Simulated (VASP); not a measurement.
A run of VASP 6.6.1:

INCAR

```
SYSTEM = ZrTiN
  PREC = Accurate
  ENCUT = 600
  EDIFF = 1E-7
  ISMEAR = 0
  SIGMA = 0.1
  LREAL = .FALSE.
  LASPH = .TRUE.
  NELM = 150
  ALGO = Normal
  ISIF = 3
  LWAVE = .FALSE.
  LCHARG = .FALSE.
  ISPIN = 2
  MAGMOM = 0 1 0
  LORBIT = 11
  LMAXMIX = 4
  GGA = PE
  IBRION = 2
  NSW = 90
  EDIFFG = -0.04
```

The input KPOINTS:

```
Automatic mesh
0
G
  6 6 6
  0 0 0
```

File POSCAR:

```
ZrTiN
1.0
    3.3359828800      0.0000000000      0.0000000000
    0.0000000000      3.3706944200      0.0000000000
    0.0000000000      0.0000000000      3.4410235200
Zr Ti N
1 1 1
Direct
    0.0000000000      0.0000000000      0.0000000000
    0.5000000000      0.5000000000      0.5000000000
    0.5000000000      0.5000000000      0.0000000000
```

Potentials or basis: VASP PAW PBE potentials, release 64 (Zr_sv, Ti_sv, N).

The run is started by

```sh
$ cat potpaw_PBE.64/Zr_sv/POTCAR potpaw_PBE.64/Ti_sv/POTCAR potpaw_PBE.64/N/POTCAR > POTCAR
$ mpirun -np 1 vasp_std > vasp.out
```

Hardware: 1 thread of AMD EPYC 9R45 96-Core Processor (Zen 5), with other jobs on the host.

Task: Estimate the wall time of this run.

Result: Wall time 8.9 min on 1 thread of AMD EPYC 9R45 96-Core Processor (Zen 5) (shared host), peak memory 0.22 GiB. Counts: scf iterations 125, k points 64, ion steps 10.
